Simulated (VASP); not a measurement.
# TiH (P6_3/mmc) in VASP: further runs

The runs below take TiH through single point, relaxation of cell and atoms, with PBEsol.

Program: VASP 6.6.1. These are calculated values, not measurements. Logs are shortened: lines on timing, memory, paths and dates and some standing lists are left out, and cuts for length are marked.

### Step 1. The cell of the first run

Symmetry: P6_3/mmc, No. 194, hexagonal system. The conventional cell has a = 2.839 Å, b = 2.839 Å, c = 5.177 Å, α = 90.00°, β = 90.00°, γ = 120.00°. Within 2.8 Å of Ti (site symmetry -3m) lie 6 H at 2.09 Å and 2 Ti at 2.59 Å. H (site symmetry -6m2) has 6 Ti at 2.09 Å within 2.8 Å.

### Step 2. Single point, PBEsol

INCAR reads:

```
PREC = Accurate ; ENCUT = 520
EDIFF = 1E-6 ; ISMEAR = -1
SIGMA = 0.1 ; LREAL = F
LASPH = T ; NELM = 60
ALGO = Normal ; ISIF = 2
LWAVE = F ; LCHARG = T
GGA = PS ; LELF = T
LVHAR = T ; NBANDS = 21
```

KPOINTS reads:

```
Automatic mesh
0
Gamma
  9 9 4
```

POSCAR reads:

```
TiH
1.0
    2.8389714824      0.0000000000      0.0000000000
   -1.4194857412      2.4586214244      0.0000000000
    0.0000000000      0.0000000000      5.1773584953
Ti H
2 2
Direct
    0.0000000000      0.0000000000      0.0000000000
    0.0000000000      0.0000000000      0.5000000000
    0.6666666667      0.3333333333      0.7500000000
    0.3333333333      0.6666666667      0.2500000000
```

Potentials or basis: VASP PAW PBE potentials, release 64 (Ti_sv, H).

Command:

```console
$ cat potpaw_PBE.64/Ti_sv/POTCAR potpaw_PBE.64/H/POTCAR > POTCAR
$ mpirun -np 1 vasp_std > vasp.out
```

OUTCAR:

```text
PREC = Accurate
   ENCUT = 520
   EDIFF = 1E-6
   ISMEAR = -1
   LREAL = F
   LASPH = T
   NELM = 60
   ISIF = 2
   GGA = PS

 ion  position               nearest neighbor table
   1  0.000  0.000  0.000-   2 2.59   2 2.59
   2  0.000  0.000  0.500-   1 2.59   1 2.59
   3  0.667  0.333  0.750-
   4  0.333  0.667  0.250-

  LATTYP: Found a hexagonal cell.
 ALAT       =     2.8389714824
 C/A-ratio  =     1.8236740057

  Lattice vectors:

 A1 = (   2.8389714824,   0.0000000000,   0.0000000000)
 A2 = (  -1.4194857412,   2.4586214244,   0.0000000000)
 A3 = (   0.0000000000,   0.0000000000,   5.1773584953)

Analysis of symmetry for initial positions (statically):
=====================================================================
 Subroutine PRICEL returns:
 Original cell was already a primitive cell.

 Routine SETGRP: Setting up the symmetry group for a
 hexagonal supercell.

 Subroutine GETGRP returns: Found 24 space group operations
 (whereof 12 operations were pure point group operations)
 out of a pool of 24 trial point group operations.

The static configuration has the point symmetry D_3d.
 The point group associated with its full space group is D_6h.

Analysis of symmetry for dynamics (positions and initial velocities):
=====================================================================
 Subroutine PRICEL returns:
 Original cell was already a primitive cell.

 Routine SETGRP: Setting up the symmetry group for a
 hexagonal supercell.

 Subroutine GETGRP returns: Found 24 space group operations
 (whereof 12 operations were pure point group operations)
 out of a pool of 24 trial point group operations.

The dynamic configuration has the point symmetry D_3d.
 The point group associated with its full space group is D_6h.

 Subroutine INISYM returns: Found 24 space group operations
 (whereof 12 operations are pure point group operations),
 and found     1 'primitive' translations

----------------------------------------------------------------------------------------

                                     Primitive cell

  volume of cell :      36.1377

  direct lattice vectors                    reciprocal lattice vectors
     2.838971482  0.000000000  0.000000000     0.352240241  0.203365998  0.000000000
    -1.419485741  2.458621424  0.000000000     0.000000000  0.406731996  0.000000000
     0.000000000  0.000000000  5.177358495     0.000000000  0.000000000  0.193148688

  length of vectors
     2.838971482  2.838971482  5.177358495     0.406731996  0.406731996  0.193148688

  position of ions in fractional coordinates (direct lattice)
     0.000000000  0.000000000  0.000000000
     0.000000000  0.000000000  0.500000000
     0.666666667  0.333333333  0.750000000
     0.333333333  0.666666667  0.250000000

  ion indices of the primitive-cell ions
   primitive index   ion index
                 1           1
                 2           2
                 3           3
                 4           4

----------------------------------------------------------------------------------------

 KPOINTS: Automatic mesh

Automatic generation of k-mesh.
 Grid dimensions read from file:
 generate k-points for:    9    9    4

 Generating k-lattice:

  Cartesian coordinates                     Fractional coordinates (reciprocal lattice)
     0.039137805  0.022596222  0.000000000     0.111111111  0.000000000  0.000000000
     0.000000000  0.045192444  0.000000000     0.000000000  0.111111111  0.000000000
     0.000000000  0.000000000  0.048287172     0.000000000  0.000000000  0.250000000

  Length of vectors
     0.045192444  0.045192444  0.048287172

  Shift w.r.t. Gamma in fractional coordinates (k-lattice)
     0.000000000  0.000000000  0.000000000

 Subroutine IBZKPT returns following result:
 ===========================================

 Found     36 irreducible k-points:

 Following reciprocal coordinates:
            Coordinates               Weight
  0.000000  0.000000  0.000000      1.000000
  0.111111 -0.000000  0.000000      6.000000
  0.222222 -0.000000  0.000000      6.000000
  0.333333 -0.000000  0.000000      6.000000
  0.444444 -0.000000  0.000000      6.000000
  0.111111  0.111111  0.000000      6.000000
[... 16 lines left out ...]
  0.333333  0.222222  0.250000     24.000000
  0.333333  0.333333  0.250000      4.000000
 [... further k-points ...]
   k-points           NKPTS =     36   k-points in BZ     NKDIM =     36   number of bands    NBANDS=     21
   number of dos      NEDOS =    301   number of ions     NIONS =      4
   total plane-waves  NPLWV =  23040
   dimension x,y,z NGX =    24 NGY =   24 NGZ =   40
   dimension x,y,z NGXF=    48 NGYF=   48 NGZF=   80
   ions per type =               2   2
   NGX,Y,Z   is equivalent  to a cutoff of  14.05, 14.05, 12.84 a.u.
   NGXF,Y,Z  is equivalent  to a cutoff of  28.11, 28.11, 25.69 a.u.
 SYSTEM =  unknown system
   PREC   = accura    normal or accurate (medium, high low for compatibility)
   ISTART =      0    job   : 0-new  1-cont  2-samecut
   ICHARG =      2    charge: 1-file 2-atom 10-const
   ISPIN  =      1    spin polarized calculation?
   LNONCOLLINEAR =      F non collinear calculations
   LSORBIT =      F    spin-orbit coupling
   LASPH  =      T    aspherical Exc in radial PAW
   ENCUT  =  520.0 eV  38.22 Ry    6.18 a.u.   5.28  5.28  9.63*2*pi/ulx,y,z
   NELM   =     60;   NELMIN=  2; NELMDL= -5     # of ELM steps
   EDIFF  = 0.1E-05   stopping-criterion for ELM
   LREAL  =      F    real-space projection
   EDIFFG = 0.1E-04   stopping-criterion for IOM
   NSW    =      0    number of steps for IOM
   IBRION =     -1    ionic relax: 0-MD 1-quasi-New 2-CG
   NFREE  =      0    steps in history (QN), initial steepest desc. (CG)
   ISIF   =      2    stress and relaxation
   ISYM   =      2    0-nonsym 1-usesym 2-fastsym
   POTIM  = 0.5000    time-step for ionic-motion
   TEBEG  =    0.0;   TEEND  =   0.0 temperature during run
   PSTRESS=    0.0 pullay stress
   NELECT =      26.0000    total number of electrons
   NUPDOWN=      -1.0000    fix difference up-down
   EMIN   =  10.00;   EMAX   =-10.00  energy-range for DOS
   EFERMI =   0.00;   METHOD = LEGACY
   ISMEAR =    -1;   SIGMA  =   0.10  broadening in eV -4-tet -1-fermi 0-gaus
   EFERMI_NEDOS =   21; number of points for ismear=-14 and -15
   IALGO  =     38    algorithm
   IMIX   =      4    mixing-type and parameters
     AMIX     =   0.40;   BMIX     =  1.00
     AMIX_MAG =   1.60;   BMIX_MAG =  1.00
  volume/ion in A,a.u.               =       9.03        60.97
  Fermi-wavevector in a.u.,A,eV,Ry     =   1.466940  2.772114 29.278547  2.151912
  Thomas-Fermi vector in A             =   2.582617
   LORBIT       =      0    0 simple, 1 ext, 2 COOP (PROOUT), +10 PAW based schemes
   GGA     = PS    functional components
   LHFCALC =     F    Hartree Fock is set to
   AEXX    =    0.0000 exact exchange contribution
   IVDW    =     0    specifies the selected vdW correction
   LEPSILON=     F    determine dielectric tensor
   LRPA    =     F    only Hartree local field effects (RPA)
 non-spin polarized calculation
  energy-cutoff  :      520.00
  volume of cell :       36.14
 maximum number of plane-waves:       986
 NGX is ok and might be reduce to    24
   NGX = 11   NGY = 11   NGZ = 19

 number of electron      26.0000008 magnetization

 Free energy of the ion-electron system (eV)
  ---------------------------------------------------
  ext. energy  EPLUGINS =         0.00000000
  ---------------------------------------------------
  free energy    TOTEN  =       -24.18604148 eV

  energy without entropy =      -24.10966613  energy(sigma->0) =      -24.14785380

 E-fermi :   9.0565     XC(G=0): -12.0488

 val. band max:        9.0334949976   @ k =   0.1111  -0.0000   0.0000
 cond. band min:       9.0911469722   @ k =   0.2222   0.1111   0.5000
 fundamental gap:      0.0576519746
 Fermi energy:         9.0565065617

 k-point     1 :       0.0000    0.0000    0.0000
  band No.  band energies     occupation
      1     -47.5750      2.00000
      2     -47.4137      2.00000
      3     -24.4834      2.00000
      4     -23.5719      2.00000
      5     -23.5719      2.00000
      6     -23.4712      2.00000
[... 13 lines left out ...]
     20      12.5805      0.00000
     21      16.0875      0.00000

 k-point     2 :       0.1111   -0.0000    0.0000
  band No.  band energies     occupation
      1     -47.5612      2.00000
      2     -47.4010      2.00000
      3     -24.4641      2.00000
      4     -23.6594      2.00000
      5     -23.5908      2.00000
      6     -23.5484      2.00000
[... 13 lines left out ...]
     20      12.5398      0.00000
     21      16.0594      0.00000

 k-point     3 :       0.2222   -0.0000    0.0000
  band No.  band energies     occupation
      1     -47.5261      2.00000
      2     -47.3686      2.00000
      3     -24.4150      2.00000
      4     -23.8766      2.00000
      5     -23.7406      2.00000
      6     -23.6384      2.00000
[... 13 lines left out ...]
     20      12.4386      0.00000
     21      15.9379      0.00000

 k-point     4 :       0.3333   -0.0000    0.0000
  band No.  band energies     occupation
      1     -47.4857      2.00000
      2     -47.3315      2.00000
      3     -24.3588      2.00000
      4     -24.1168      2.00000
      5     -23.9546      2.00000
      6     -23.6920      2.00000
[... 13 lines left out ...]
     20      12.3312      0.00000
     21      15.5587      0.00000

 k-point     5 :       0.4444   -0.0000    0.0000
  band No.  band energies     occupation
      1     -47.4593      2.00000
      2     -47.3071      2.00000
      3     -24.3229      2.00000
      4     -24.2692      2.00000
      5     -24.0918      2.00000
      6     -23.7267      2.00000
[... 13 lines left out ...]
     20      12.7113      0.00000
     21      14.5442      0.00000

 k-point     6 :       0.1111    0.1111    0.0000
  band No.  band energies     occupation
      1     -47.5367      2.00000
      2     -47.3784      2.00000
      3     -24.4299      2.00000
      4     -23.8036      2.00000
      5     -23.6759      2.00000
      6     -23.6321      2.00000
[... 13 lines left out ...]
     20      12.4466      0.00000
     21      15.9932      0.00000

 k-point     7 :       0.2222    0.1111    0.0000
  band No.  band energies     occupation
      1     -47.4990      2.00000
      2     -47.3436      2.00000
      3     -24.3772      2.00000
      4     -24.0136      2.00000
      5     -23.8627      2.00000
      6     -23.7013      2.00000
[... 13 lines left out ...]
     20      12.2912      0.00000
     21      15.8181      0.00000
[... 291 lines left out ...]
      1     -47.4435      2.00000
      2     -47.3355      2.00000
      3     -24.1927      2.00000
      4     -24.1678      2.00000
      5     -24.0478      2.00000
      6     -23.7455      2.00000
[... 13 lines left out ...]
     20      13.0469      0.00000
     21      15.3979      0.00000

 k-point    21 :       0.4444    0.1111    0.2500
  band No.  band energies     occupation
      1     -47.4303      2.00000
      2     -47.3231      2.00000
      3     -24.2383      2.00000
      4     -24.1730      2.00000
      5     -24.1125      2.00000
      6     -23.7694      2.00000
[... 13 lines left out ...]
     20      14.0485      0.00000
     21      14.4193      0.00000

 k-point    22 :       0.2222    0.2222    0.2500
  band No.  band energies     occupation
      1     -47.4459      2.00000
      2     -47.3378      2.00000
      3     -24.1948      2.00000
      4     -24.1037      2.00000
      5     -23.9878      2.00000
      6     -23.7963      2.00000
[... 13 lines left out ...]
     20      13.1906      0.00000
     21      15.9786      0.00000

 k-point    23 :       0.3333    0.2222    0.2500
  band No.  band energies     occupation
      1     -47.4258      2.00000
      2     -47.3189      2.00000
      3     -24.1686      2.00000
      4     -24.1546      2.00000
      5     -24.0369      2.00000
      6     -23.8892      2.00000
[... 13 lines left out ...]
     20      14.1341      0.00000
     21      15.5483      0.00000

 k-point    24 :       0.3333    0.3333    0.2500
  band No.  band energies     occupation
      1     -47.4189      2.00000
      2     -47.3123      2.00000
      3     -24.1587      2.00000
      4     -24.0483      2.00000
      5     -24.0483      2.00000
      6     -23.9396      2.00000
[... 13 lines left out ...]
     20      13.8892      0.00000
     21      15.4670      0.00000

 [... further k-points ...]

------------------------ aborting loop because EDIFF is reached ----------------------------------------

  FORCE on cell =-STRESS in cart. coord.  units (eV):
  Direction    XX          YY          ZZ          XY          YZ          ZX
  --------------------------------------------------------------------------------------
  -------------------------------------------------------------------------------------
  Total       -0.0275558     -0.0275558     -0.0070337      0.0000000     -0.0000000      0.0000000
  in kB       -1.2216960     -1.2216960     -0.3118419      0.0000000     -0.0000000      0.0000000
  external PRESSURE =      -0.9184113 kB  Pullay stress =       0.0000000 kB

 VOLUME and BASIS-vectors are now :
 -----------------------------------------------------------------------------
  energy-cutoff  :      520.00
  volume of cell :       36.14
      direct lattice vectors                 reciprocal lattice vectors
     2.838971482  0.000000000  0.000000000     0.352240241  0.203365998  0.000000000
    -1.419485741  2.458621424  0.000000000     0.000000000  0.406731996  0.000000000
     0.000000000  0.000000000  5.177358495     0.000000000  0.000000000  0.193148688

 POSITION                                       TOTAL-FORCE (eV/Angst)
 -----------------------------------------------------------------------------------
      0.00000      0.00000      0.00000        -0.000000      0.000000     -0.000000
      0.00000      0.00000      2.58868        -0.000000      0.000000     -0.000000
      1.41949      0.81954      3.88302         0.000000      0.000000      0.000000
     -0.00000      1.63908      1.29434        -0.000000     -0.000000      0.000000
 -----------------------------------------------------------------------------------
    total drift:                                0.000000      0.000000      0.000000

  FREE ENERGIE OF THE ION-ELECTRON SYSTEM (eV)
  ---------------------------------------------------
  free  energy   TOTEN  =       -24.1860414785 eV

  energy  without entropy=      -24.1096661285  energy(sigma->0) =      -24.14785380
```

Run time: 18 s. Hardware: 1 thread of Intel Xeon Platinum 8488C (Sapphire Rapids), shared host; peak memory 0.16 GiB.

Results:

| Property | Result |
| --- | --- |
| Free energy | -24.1860 eV |
| Pressure | -0.1 GPa |
| Band gap on the k mesh | zero (band 13 reaches 9.78 eV, above the bottom of band 14 at 8.70 eV) |

Stress tensor (GPa, compression positive):
```
-0.12  0.00  0.00
 0.00 -0.12  0.00
 0.00  0.00 -0.03
```

Caveat: the PAW data sets were made with another functional, which shifts forces and pressure a little.

### Step 3. Relaxation of cell and atoms, PBEsol

This run uses another cell than the first one, of 9.44 Å³/atom, 1.044 times its volume.

INCAR reads:

```
PREC     = Accurate       # precision mode
ENCUT    = 600            # plane-wave cutoff, eV
EDIFF    = 1E-7           # SCF threshold, eV
ISMEAR   = -1             # smearing method
SIGMA    = 0.1            # smearing width, eV
LREAL    = F              # projectors in reciprocal space
LASPH    = T              # aspherical terms in the spheres
NELM     = 60             # most SCF steps
ALGO     = Normal         # electronic algorithm
ISIF     = 3              # what is computed and relaxed
LWAVE    = F              # write WAVECAR
LCHARG   = F              # write CHGCAR
GGA      = PS             # functional
IBRION   = 2              # ionic algorithm
NSW      = 50             # ionic steps
EDIFFG   = -0.01          # ionic threshold
```

KPOINTS is that of step 2.

POSCAR reads:

```
TiH
1.0
    2.8775800000      0.0000000000      0.0000000000
   -1.4387900000      2.4920600000      0.0000000000
    0.0000000000      0.0000000000      5.2632900000
Ti H
2 2
Direct
    0.0000000000      0.0000000000      0.0000000000
    0.0000000000      0.0000000000      0.5000000000
    0.6666666667      0.3333333333      0.7500000000
    0.3333333333      0.6666666667      0.2500000000
```

Potentials or basis: VASP PAW PBE potentials, release 64 (Ti_sv, H).

Command:

```console
$ cat potpaw_PBE.64/Ti_sv/POTCAR potpaw_PBE.64/H/POTCAR > POTCAR
$ mpirun -np 1 vasp_std > vasp.out
```

It took 84 s on 1 thread of Intel Xeon Platinum 8488C (Sapphire Rapids), shared host; peak memory 0.18 GiB.

Results (log left out):

| Quantity | Value |
| --- | --- |
| Free energy | -24.1875 eV |
| Relaxed volume | 9.04 Å³/atom |
| Relaxed cell | a = 2.839 Å, b = 2.839 Å, c = 5.179 Å, α = 90.00°, β = 90.00°, γ = 120.00° |
| Space group after relaxing (to 0.05 Å) | P6_3/mmc (No. 194) |
| Energy gained by relaxing | 7.1 meV/atom |
| Ionic steps | 6 |
| Pressure after relaxing | -0.1 GPa |
| Band gap on the k mesh | zero (band 13 reaches 9.78 eV, above the bottom of band 14 at 8.70 eV) |

The path:
| step | energy change (eV) | largest force (eV/Å) | pressure (GPa) | volume (Å³) |
| --- | --- | --- | --- | --- |
| 1 | 0.0000 | 0.0000 | -5.34 | 37.74 |
| 2 | -0.0282 | 0.0000 | 0.23 | 36.05 |
| 3 | -0.0282 | 0.0000 | 0.02 | 36.11 |
| 4 | -0.0282 | 0.0000 | -0.10 | 36.14 |
| 5 | -0.0282 | 0.0000 | -0.11 | 36.14 |
| 6 | -0.0282 | 0.0000 | -0.11 | 36.14 |

Final structure:
```
Ti H
1.0
     2.83892    0.00000    0.00000
    -1.41946    2.45858    0.00000
     0.00000    0.00000    5.17856
Ti H
2 2
Direct
  0.00000 0.00000 0.00000
  0.00000 0.00000 0.50000
  0.66667 0.33333 0.75000
  0.33333 0.66667 0.25000
```

Levels at points of the mesh, in eV from the Fermi level:
```csv
k point,band 10,band 11,band 12,band 13,band 14,band 15,band 16,band 17
"(0.00, 0.00, 0.00)",-5.91,-2.90,-1.84,0.33,0.33,1.09,1.09,1.35
"(0.00, 0.00, 0.50)",-8.33,-1.34,-1.34,0.70,0.70,0.70,0.70,2.32
```

Caveat: the PAW data sets were made with another functional, which shifts forces and pressure a little.
